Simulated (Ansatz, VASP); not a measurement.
## RbZnI3: VASP beside Ansatz

Contents of POSCAR:

```
RbZnI3
1.0
    5.7784212567      0.0000000000      0.0000000000
    0.0000000000      5.7784212567      0.0000000000
    0.0000000000      0.0000000000      5.7784212567
Rb Zn I
1 1 3
Direct
    0.0000000000      0.0000000000      0.0000000000
    0.5000000000      0.5000000000      0.5000000000
    0.5000000000      0.5000000000      0.0000000000
    0.5000000000      0.0000000000      0.5000000000
    0.0000000000      0.5000000000      0.5000000000
```

INCAR.step1

```
  ALGO = Normal
  EDIFF = 1E-4
  ENCUT = 520
  GGA = PE
  ISMEAR = -1
  LASPH = T
  LCHARG = F
  LREAL = F
  LWAVE = T
  NBANDS = 29
  NELM = 60
  PREC = Accurate
  SIGMA = 0.02
```

Contents of INCAR.step2:

```
  ALGO = Normal
  EDIFF = 1E-6
  ENCUT = 520
  ISIF = 2
  ISMEAR = -1
  ISTART = 1
  LASPH = T
  LCHARG = F
  LMIXTAU = T
  LREAL = F
  LWAVE = F
  METAGGA = R2SCAN
  NBANDS = 29
  NELM = 60
  PREC = Accurate
  SIGMA = 0.02
```

File KPOINTS:

```
k-points
0
Gamma
  4 4 4
```

Input for Ansatz:

```yaml
crystal:
  lattice:
    - [5.7784212567, 0.0, 0.0]
    - [0.0, 5.7784212567, 0.0]
    - [0.0, 0.0, 5.7784212567]
  atoms:
    - { symbol: Rb, position: [0.0, 0.0, 0.0] }
    - { symbol: Zn, position: [0.5, 0.5, 0.5] }
    - { symbol: I, position: [0.5, 0.5, 0.0] }
    - { symbol: I, position: [0.5, 0.0, 0.5] }
    - { symbol: I, position: [0.0, 0.5, 0.5] }
kpoints:
  mp_grid: { grid: [4, 4, 4] }
hamiltonian:
  xc: r2scan
scf:
  occupations: { method: fermi_dirac, width: 0.02 }
  n_extra_bands: 5
output:
  forces: true
  stress: true
  eigenvalues: true
```

Alike in both runs: task single point; functional r2SCAN; k mesh 4 × 4 × 4; occupations fermi-dirac, width 0.02 eV; no spin polarisation.

|  | VASP | Ansatz |
| --- | --- | --- |
| version | VASP 6.6.1 | Ansatz 0.2.0 |
| potentials or method | VASP PAW PBE potentials, release 64 (Rb_sv, Zn, I) | plane waves, PAW |
| plane-wave cutoff (eV) | 520 | 500 |
| valence electrons in the cell | 42 | 72 |

```tsv
	VASP	Ansatz	Ansatz less VASP
pressure (GPa)	-0.7	-0.7	+0.01
```

VASP's potentials were made for PBE, not for r2SCAN. VASP's potentials hold 42 valence electrons a cell and Ansatz's 72, so a difference there can come from the potentials and not from the codes.

Neither program's run includes spin-orbit coupling.
